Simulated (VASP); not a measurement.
Here is a VASP 6.6.1 calculation.

File INCAR:

```
  PREC = Accurate
  ENCUT = 520
  EDIFF = 1E-6
  ISMEAR = 1
  SIGMA = 0.5
  LREAL = F
  LASPH = T
  NELM = 80
  ALGO = Normal
  ISIF = 2
  LWAVE = F
  LCHARG = F
  GGA = PS
  NBANDS = 20
```

The input KPOINTS:

```
regular mesh
0
Gamma
  6 6 6
```

Contents of POSCAR:

```
MoS2
1.0
    1.5965458369      0.9217661687      6.0769401820
   -1.5965458369      0.9217661687      6.0769401820
    0.0000000000     -1.8435323375      6.0769401820
Mo S
1 2
Direct
    0.0000000000      0.0000000000      0.0000000000
    0.7525772587      0.7525772587      0.7525772587
    0.2474227413      0.2474227413      0.2474227413
```

Potentials or basis: VASP PAW PBE potentials, release 64 (Mo_sv, S).

The run is started by

```console
$ cat potpaw_PBE.64/Mo_sv/POTCAR potpaw_PBE.64/S/POTCAR > POTCAR
$ mpirun -np 1 vasp_std > vasp.out
```

**Question.** Predict the pressure.

**Answer.** -3.1 GPa.

**Question.** What does it give for the largest force?

**Answer.** 0.057 eV/Å.

Stress tensor (GPa, compression positive):
```
-4.15  0.00  0.00
 0.00 -4.15  0.00
 0.00  0.00 -0.85
```

Caveat: the k points lie up to 0.38 Å⁻¹ apart; the PAW data sets were made with another functional, which shifts forces and pressure a little.
